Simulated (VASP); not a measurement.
# La2O3 (P-3m1) in VASP: further runs

The runs below take La2O3 through relaxation of cell and atoms, single point, with LDA, PBE, r2SCAN.

All numbers are computed with VASP 6.6.1; they aren't measurements. Logs are shortened: lines on timing, memory, paths and dates and some standing lists are left out, and cuts for length are marked.

### Step 1. The cell of the first run

It takes space group P-3m1 (No. 164, trigonal). The conventional cell has a = 3.940 Å, b = 3.940 Å, c = 6.189 Å, α = 90.00°, β = 90.00°, γ = 120.00°. Within 3.1 Å of La (site symmetry 3m) lie 7 O at 2.37 to 2.74 Å. Within 3.6 Å of O (site symmetry -3m) lie 6 La at 2.74 Å and 6 O at 3.16 Å. Within 3.2 Å of O (site symmetry 3m) lie 4 La at 2.37 to 2.46 Å and 6 O at 2.90 to 3.16 Å.

### Step 2. Relaxation of cell and atoms, LDA

The input, INCAR:

```
ALGO = Normal ; EDIFF = 1E-7
EDIFFG = -0.005 ; ENCUT = 600
IBRION = 2 ; ISIF = 3
ISMEAR = -1 ; LASPH = T
LCHARG = F ; LREAL = F
LWAVE = F ; NELM = 80
NSW = 80 ; PREC = Accurate
SIGMA = 0.02
```

The input, KPOINTS:

```
k-points
0
Gamma
  6 6 4
```

The input, POSCAR:

```
La2O3
1.0
    3.9403183646      0.0000000000      0.0000000000
   -1.9701591823      3.4124158028      0.0000000000
    0.0000000000      0.0000000000      6.1888354092
La O
2 3
Direct
    0.3333333333      0.6666666667      0.2473923168
    0.6666666667      0.3333333333      0.7526076832
    0.0000000000      0.0000000000      0.0000000000
    0.3333333333      0.6666666667      0.6452844901
    0.6666666667      0.3333333333      0.3547155099
```

Potentials or basis: VASP PAW LDA potentials, release 64 (La, O).

The run is started by

```sh
$ cat potpaw_LDA.64/La/POTCAR potpaw_LDA.64/O/POTCAR > POTCAR
$ mpirun -np 1 vasp_std > vasp.out
```

OUTCAR:

```text
EDIFF = 1E-7
   EDIFFG = -0.005
   ENCUT = 600
   IBRION = 2
   ISIF = 3
   ISMEAR = -1
   LASPH = T
   LREAL = F
   NELM = 80
   NSW = 80
   PREC = Accurate

 ion  position               nearest neighbor table
   1  0.333  0.667  0.247-   5 2.37   5 2.37   5 2.37   4 2.46   3 2.74   3 2.74   3 2.74
   2  0.667  0.333  0.753-   4 2.37   4 2.37   4 2.37   5 2.46   3 2.74   3 2.74   3 2.74
   3  0.000  0.000  0.000-   1 2.74   2 2.74   2 2.74   1 2.74   2 2.74   1 2.74
   4  0.333  0.667  0.645-   2 2.37   2 2.37   2 2.37   1 2.46
   5  0.667  0.333  0.355-   1 2.37   1 2.37   1 2.37   2 2.46

  LATTYP: Found a hexagonal cell.
 ALAT       =     3.9403183646
 C/A-ratio  =     1.5706434954

  Lattice vectors:

 A1 = (   3.9403183646,   0.0000000000,   0.0000000000)
 A2 = (  -1.9701591823,   3.4124158028,   0.0000000000)
 A3 = (   0.0000000000,   0.0000000000,   6.1888354092)

Analysis of symmetry for initial positions (statically):
=====================================================================
 Subroutine PRICEL returns:
 Original cell was already a primitive cell.

 Routine SETGRP: Setting up the symmetry group for a
 hexagonal supercell.

 Subroutine GETGRP returns: Found 12 space group operations
 (whereof 12 operations were pure point group operations)
 out of a pool of 24 trial point group operations.

The static configuration has the point symmetry D_3d.

Analysis of symmetry for dynamics (positions and initial velocities):
=====================================================================
 Subroutine PRICEL returns:
 Original cell was already a primitive cell.

 Routine SETGRP: Setting up the symmetry group for a
 hexagonal supercell.

 Subroutine GETGRP returns: Found 12 space group operations
 (whereof 12 operations were pure point group operations)
 out of a pool of 24 trial point group operations.

The dynamic configuration has the point symmetry D_3d.

 Subroutine INISYM returns: Found 12 space group operations
 (whereof 12 operations are pure point group operations),
 and found     1 'primitive' translations

----------------------------------------------------------------------------------------

                                     Primitive cell

  volume of cell :      83.2151

  direct lattice vectors                    reciprocal lattice vectors
     3.940318365  0.000000000  0.000000000     0.253786600  0.146523762  0.000000000
    -1.970159182  3.412415803  0.000000000     0.000000000  0.293047523  0.000000000
[... 94 lines left out ...]
   IBRION =      2    ionic relax: 0-MD 1-quasi-New 2-CG
   NFREE  =      1    steps in history (QN), initial steepest desc. (CG)
   ISIF   =      3    stress and relaxation
   ISYM   =      2    0-nonsym 1-usesym 2-fastsym
   POTIM  = 0.5000    time-step for ionic-motion
   TEBEG  =    0.0;   TEEND  =   0.0 temperature during run
   PSTRESS=    0.0 pullay stress
   NELECT =      40.0000    total number of electrons
   NUPDOWN=      -1.0000    fix difference up-down
   EMIN   =  10.00;   EMAX   =-10.00  energy-range for DOS
   EFERMI =   0.00;   METHOD = LEGACY
   ISMEAR =    -1;   SIGMA  =   0.02  broadening in eV -4-tet -1-fermi 0-gaus
   EFERMI_NEDOS =   21; number of points for ismear=-14 and -15
   IALGO  =     38    algorithm
   IMIX   =      4    mixing-type and parameters
     AMIX     =   0.40;   BMIX     =  1.00
     AMIX_MAG =   1.60;   BMIX_MAG =  1.00
  volume/ion in A,a.u.               =      16.64       112.31
  Fermi-wavevector in a.u.,A,eV,Ry     =   1.282412  2.423406 22.375862  1.644579
  Thomas-Fermi vector in A             =   2.414725
   LORBIT       =      0    0 simple, 1 ext, 2 COOP (PROOUT), +10 PAW based schemes
   GGA     = CA    functional components
   LHFCALC =     F    Hartree Fock is set to
   AEXX    =    0.0000 exact exchange contribution
   IVDW    =     0    specifies the selected vdW correction
   LEPSILON=     F    determine dielectric tensor
   LRPA    =     F    only Hartree local field effects (RPA)
 conjugate gradient relaxation of ions
 non-spin polarized calculation
  energy-cutoff  :      600.00
  volume of cell :       83.22
 maximum number of plane-waves:      2804
   NGX = 15   NGY = 15   NGZ = 25

--------------------------------------- Ionic step        1  -------------------------------------------

 number of electron      40.0000000 magnetization

 Free energy of the ion-electron system (eV)
  ---------------------------------------------------
  ext. energy  EPLUGINS =         0.00000000
  ---------------------------------------------------
  free energy    TOTEN  =       -45.76764918 eV

  energy without entropy =      -45.76764918  energy(sigma->0) =      -45.76764918

------------------------ aborting loop because EDIFF is reached ----------------------------------------

  FORCE on cell =-STRESS in cart. coord.  units (eV):
  Direction    XX          YY          ZZ          XY          YZ          ZX
  --------------------------------------------------------------------------------------
  -------------------------------------------------------------------------------------
  Total       -4.2931912     -4.2931912     -4.1347288      0.0000000     -0.0000000      0.0000000
  in kB      -82.6587098    -82.6587098    -79.6077629      0.0000000     -0.0000000      0.0000000
  external PRESSURE =     -81.6417275 kB  Pullay stress =       0.0000000 kB
[... 98 lines left out ...]
  FREE ENERGIE OF THE ION-ELECTRON SYSTEM (eV)
  ---------------------------------------------------
  free  energy   TOTEN  =       -45.8981538396 eV

  energy  without entropy=      -45.8981538395  energy(sigma->0) =      -45.89815384

[... ionic steps 4 to 8 ...]

--------------------------------------- Ionic step        9  -------------------------------------------

 number of electron      40.0000001 magnetization

------------------------ aborting loop because EDIFF is reached ----------------------------------------
[... 73 lines left out ...]
--------------------------------------- Ionic step       11  -------------------------------------------

 number of electron      40.0000001 magnetization

 Free energy of the ion-electron system (eV)
  ---------------------------------------------------
  ext. energy  EPLUGINS =         0.00000000
  ---------------------------------------------------
  free energy    TOTEN  =       -45.91495846 eV

  energy without entropy =      -45.91495846  energy(sigma->0) =      -45.91495846

 E-fermi :   6.6904     XC(G=0): -11.1971

 val. band max:        6.2245544759   @ k =   0.5000   0.0000   0.5000
 cond. band min:       9.9595642236   @ k =   0.3333   0.3333   0.0000
 fundamental gap:      3.7350097477
 Fermi energy:         6.6903819961

 k-point     1 :       0.0000    0.0000    0.0000
  band No.  band energies     occupation
      1     -23.2858      2.00000
      2     -22.9500      2.00000
      3     -10.7041      2.00000
      4      -9.2563      2.00000
      5      -8.8365      2.00000
      6      -6.7827      2.00000
[... 669 lines left out ...]
  FREE ENERGIE OF THE ION-ELECTRON SYSTEM (eV)
  ---------------------------------------------------
  free  energy   TOTEN  =       -45.9149584637 eV

  energy  without entropy=      -45.9149584637  energy(sigma->0) =      -45.91495846

 reached required accuracy - stopping structural energy minimisation
```

CONTCAR:

```text
La2O3
   1.00000000000000
     3.8817433470608047   -0.0000000000000000    0.0000000000000000
    -1.9408716735304024    3.3616883495812990   -0.0000000000000000
    -0.0000000000000000   -0.0000000000000000    5.9411603847742489
  La              O
     2     3
Direct
     0.3333333332999970    0.6666666667000030    0.2436890312343068
     0.6666666667000030    0.3333333332999970    0.7563109687656931
     0.0000000000000000    1.0000000000000000    1.0000000000000000
     0.3333333332999970    0.6666666667000030    0.6467434768520117
     0.6666666667000030    0.3333333332999970    0.3532565231479885

  0.00000000E+00  0.00000000E+00  0.00000000E+00
  0.00000000E+00  0.00000000E+00  0.00000000E+00
  0.00000000E+00  0.00000000E+00  0.00000000E+00
  0.00000000E+00  0.00000000E+00  0.00000000E+00
  0.00000000E+00  0.00000000E+00  0.00000000E+00
```

It took 6.9 min on 1 thread of Intel Xeon Platinum 8259CL at 2.50GHz (Skylake/Cascade Lake), shared host; peak memory 0.23 GiB.

What came out:

```yaml
Free_energy: -45.9150 eV
Relaxed_volume: 15.51 Å³/atom
Relaxed_cell: a = 3.882 Å, b = 3.882 Å, c = 5.941 Å, α = 90.00°, β = 90.00°, γ = 120.00°
Space_group_after_relaxing_to_0.1_Å: P-3m1 (No. 164)
Energy_gained_by_relaxing: 29.5 meV/atom
Ionic_steps: 11
Pressure_after_relaxing: 0.0 GPa
Largest_force_after_relaxing: 0.004 eV/Å
Band_gap_on_the_k_mesh: 3.73 eV (least direct gap 3.80 eV)
```

Forces on the atoms (eV/Å):
```
La   0.000  0.000  0.004
La   0.000  0.000 -0.004
O    0.000  0.000  0.000
O    0.000  0.000  0.002
O    0.000  0.000 -0.002
```

Step by step:
```csv
step,energy change (eV),largest force (eV/Å),pressure (GPa),volume (Å³)
1,0.0000,0.1818,-8.16,83.22
2,0.0431,1.1085,11.33,73.41
3,-0.1305,0.3633,-0.28,78.47
4,-0.1305,0.3750,-0.11,78.38
5,-0.1424,0.0645,0.01,77.92
6,-0.1435,0.0776,0.07,77.73
7,-0.1457,0.0747,-0.05,77.72
8,-0.1463,0.0732,-0.16,77.72
9,-0.1470,0.0427,0.17,77.51
10,-0.1470,0.0455,0.30,77.43
11,-0.1473,0.0037,0.03,77.53
```

Final structure:
```
La O
1.0
     3.88174    0.00000    0.00000
    -1.94087    3.36169    0.00000
     0.00000    0.00000    5.94116
La O
2 3
Direct
  0.33333 0.66667 0.24369
  0.66667 0.33333 0.75631
  0.00000 0.00000 0.00000
  0.33333 0.66667 0.64674
  0.66667 0.33333 0.35326
```

Caveat: spin-orbit coupling is left out, which moves the levels of the heavy elements.

### Step 3. Relaxation of cell and atoms, PBE

This run uses another cell than the first one, of 26.01 Å³/atom.

The input, INCAR:

```
ALGO     = Normal         # electronic algorithm
EDIFF    = 1E-7           # SCF threshold, eV
EDIFFG   = -0.005         # ionic threshold
ENCUT    = 600            # plane-wave cutoff, eV
GGA      = PE             # functional
IBRION   = 2              # ionic algorithm
ISIF     = 3              # what is computed and relaxed
ISMEAR   = -1             # smearing method
LASPH    = T              # aspherical terms in the spheres
LCHARG   = F              # write CHGCAR
LREAL    = F              # projectors in reciprocal space
LWAVE    = F              # write WAVECAR
NELM     = 80             # most SCF steps
NSW      = 80             # ionic steps
PREC     = Accurate       # precision mode
SIGMA    = 0.02           # smearing width, eV
```

KPOINTS is that of step 2.

The input, POSCAR:

```
La2O3
1.0
    4.5827886000      0.0000000000      0.0000000000
   -2.2913943000      3.9688113478      0.0000000000
    0.0000000000      0.0000000000      7.1491502160
La O
2 3
Direct
    0.3333333333      0.6666666667      0.2450000000
    0.6666666667      0.3333333333      0.7550000000
    0.0000000000      0.0000000000      0.0000000000
    0.3333333333      0.6666666667      0.6450000000
    0.6666666667      0.3333333333      0.3550000000
```

Potentials or basis: VASP PAW PBE potentials, release 64 (La, O).

The run is started by

```sh
$ cat potpaw_PBE.64/La/POTCAR potpaw_PBE.64/O/POTCAR > POTCAR
$ mpirun -np 1 vasp_std > vasp.out
```

It took 47 min on 1 thread of Intel Xeon 8259CL, shared host; peak memory 0.39 GiB.

The run converged. Its results:

| Property | Result |
| --- | --- |
| Free energy | -41.8850 eV |
| Relaxed volume | 16.60 Å³/atom |
| Relaxed cell | a = 3.938 Å, b = 3.938 Å, c = 6.181 Å, α = 90.00°, β = 90.00°, γ = 120.00° |
| Space group after relaxing (to 0.1 Å) | P-3m1 (No. 164) |
| Energy gained by relaxing | 978.8 meV/atom |
| Ionic steps | 17 |
| Pressure after relaxing | 0.0 GPa |
| Band gap on the k mesh | 3.86 eV (least direct gap 3.98 eV) |

Forces in eV/Å, atoms in the order of the input:
```
La   0.000  0.000  0.002
La   0.000  0.000 -0.002
O    0.000  0.000  0.000
O    0.000  0.000  0.000
O    0.000  0.000  0.000
```

The path:
```
step  energy change (eV)  largest force (eV/Å)  pressure (GPa)  volume (Å³)
   1              0.0000                1.8442          -22.00       130.03
   2             -4.0152                2.5585           24.47        73.67
   3             -4.8412                0.6618           -1.35        85.23
   4             -4.8419                0.7613           -0.14        84.46
   5             -4.8869                0.1410            0.34        83.28
   6             -4.8891                0.0248            0.44        82.98
   7             -4.8891                0.0367            0.47        82.95
   8             -4.8919                0.0580           -0.56        83.49
   9             -4.8919                0.0575           -0.51        83.47
  10             -4.8934                0.0590           -0.01        83.11
  11             -4.8934                0.0511           -0.07        83.14
  12             -4.8936                0.0227            0.05        83.03
  13             -4.8936                0.0214            0.12        82.95
  14             -4.8937                0.0266           -0.04        83.06
  15             -4.8937                0.0184           -0.05        83.03
  16             -4.8938                0.0052           -0.02        83.02
  17             -4.8938                0.0022           -0.02        83.02
```

Final structure:
```
CELL_PARAMETERS angstrom
3.93812 0.00000 0.00000
-1.96906 3.41051 0.00000
0.00000 0.00000 6.18125
ATOMIC_POSITIONS crystal
La 0.33333 0.66667 0.24733
La 0.66667 0.33333 0.75267
O 0.00000 0.00000 0.00000
O 0.33333 0.66667 0.64537
O 0.66667 0.33333 0.35463
```

Levels at points of the mesh, in eV from the valence-band top:
| k point | band 16 | band 17 | band 18 | band 19 | band 20 | band 21 | band 22 | band 23 | band 24 |
| --- | --- | --- | --- | --- | --- | --- | --- | --- | --- |
| (0.00, 0.00, 0.00) | -2.07 | -1.61 | -0.34 | -0.34 | -0.09 | 4.27 | 4.62 | 4.62 | 5.08 |
| (0.50, 0.00, 0.00) | -0.74 | -0.71 | -0.64 | -0.40 | -0.28 | 3.86 | 4.68 | 5.11 | 5.16 |
| (0.00, 0.00, 0.50) | -1.86 | -0.97 | -0.75 | -0.26 | -0.26 | 4.66 | 4.73 | 4.73 | 4.89 |
| (0.50, 0.00, 0.50) | -0.97 | -0.95 | -0.68 | -0.35 | 0.00 | 4.37 | 4.59 | 5.02 | 5.15 |

Caveat: the volume moved by over 15 % at a fixed basis, so the end points are rough; spin-orbit coupling is left out, which moves the levels of the heavy elements.

### Step 4. Single point, r2SCAN

This run uses another cell than the first one, of 16.43 Å³/atom.

The input, POSCAR:

```
La2O3
1.0
    3.9350929413      0.0000000000      0.0000000000
   -1.9675464707      3.4078904534      0.0000000000
    0.0000000000      0.0000000000      6.1262268541
La O
2 3
Direct
    0.3333333333      0.6666666667      0.2461581727
    0.6666666667      0.3333333333      0.7538418273
    0.0000000000      0.0000000000      0.0000000000
    0.3333333333      0.6666666667      0.6461107659
    0.6666666667      0.3333333333      0.3538892341
```

The input, INCAR.step1:

```
ALGO = Normal
EDIFF = 1E-4
ENCUT = 520
GGA = PE
ISMEAR = 0
LASPH = True
LCHARG = False
LREAL = False
LWAVE = True
NBANDS = 28
NELM = 100
PREC = Accurate
SIGMA = 0.01
```

The input, INCAR.step2:

```
ALGO = Normal
EDIFF = 1E-6
ENCUT = 520
ISIF = 2
ISMEAR = 0
ISTART = 1
LASPH = True
LCHARG = True
LELF = True
LMIXTAU = True
LREAL = False
LVHAR = True
LWAVE = False
METAGGA = R2SCAN
NBANDS = 28
NELM = 100
PREC = Accurate
SIGMA = 0.01
```

The input, KPOINTS:

```
k-points
0
Gamma
  12 12 4
```

The run is started by

```sh
$ cat potpaw_PBE.64/La/POTCAR potpaw_PBE.64/O/POTCAR > POTCAR
$ cp INCAR.step1 INCAR
$ mpirun -np 1 vasp_std > vasp.out
$ cp INCAR.step2 INCAR
$ mpirun -np 1 vasp_std > vasp.out
```

It took 19 min on 1 thread of Intel Xeon 8259CL, shared host; peak memory 0.32 GiB.

The run converged. Its results:

```yaml
Free_energy: -96.0577 eV
Pressure: -0.4 GPa
Largest_force: 0.022 eV/Å
Band_gap_on_the_k_mesh: 4.24 eV (least direct gap 4.36 eV)
```

Forces on the atoms (eV/Å):
```
La   0.000  0.000  0.022
La   0.000  0.000 -0.022
O    0.000  0.000  0.000
O    0.000  0.000  0.005
O    0.000  0.000 -0.005
```

Stress tensor (GPa, compression positive):
```
-0.46  0.00  0.00
 0.00 -0.46  0.00
 0.00  0.00 -0.35
```

Levels at points of the mesh, in eV from the valence-band top:
| k point | band 17 | band 18 | band 19 | band 20 | band 21 | band 22 | band 23 | band 24 |
| --- | --- | --- | --- | --- | --- | --- | --- | --- |
| (0.00, 0.00, 0.00) | -1.64 | -0.38 | -0.38 | -0.11 | 4.78 | 5.12 | 5.12 | 5.74 |
| (0.50, 0.00, 0.00) | -0.74 | -0.67 | -0.42 | -0.30 | 4.30 | 5.26 | 5.77 | 5.81 |
| (0.00, 0.00, 0.50) | -0.99 | -0.76 | -0.28 | -0.28 | 5.23 | 5.27 | 5.27 | 5.52 |
| (0.50, 0.00, 0.50) | -0.96 | -0.70 | -0.37 | 0.00 | 4.92 | 5.08 | 5.71 | 5.81 |

Caveat: the PAW data sets were made with another functional, which shifts forces and pressure a little; spin-orbit coupling is left out, which moves the levels of the heavy elements. A k mesh can miss the band edges.

### Step 5. Summary

```csv
task,level,potentials or basis,cell,k mesh,cutoff (eV),smearing,gap on the mesh (eV),pressure (GPa),relaxed volume (Å³/atom)
relaxation of cell and atoms,LDA,"VASP PAW LDA potentials, release 64 (La, O)","relaxed from a = 3.940, b = 3.940, c = 6.189 Å, angles 90.0, 90.0, 120.0°, 5 atoms, atomic positions A",6 × 6 × 4,600,fermi-dirac 0.02 eV,3.73,0.0,15.51
relaxation of cell and atoms,PBE,"VASP PAW PBE potentials, release 64 (La, O)","relaxed from a = 4.583, b = 4.583, c = 7.149 Å, angles 90.0, 90.0, 120.0°, 5 atoms, atomic positions B",6 × 6 × 4,600,fermi-dirac 0.02 eV,3.86,0.0,16.60
single point,r2SCAN,"VASP PAW PBE potentials, release 64 (La, O)","a = 3.935, b = 3.935, c = 6.126 Å, angles 90.0, 90.0, 120.0°, 5 atoms, atomic positions C",12 × 12 × 4,520,gaussian 0.01 eV,4.24,-0.4,-
```

Alike in all rows: no spin polarisation.

Caveats: spin-orbit coupling is left out, which moves the levels of the heavy elements; the volume moved by over 15 % at a fixed basis, so the end points are rough (at least some runs); the PAW data sets were made with another functional, which shifts forces and pressure a little (at least some runs).

Total energies depend on the potentials used, so only differences within one code and one set of settings carry meaning.
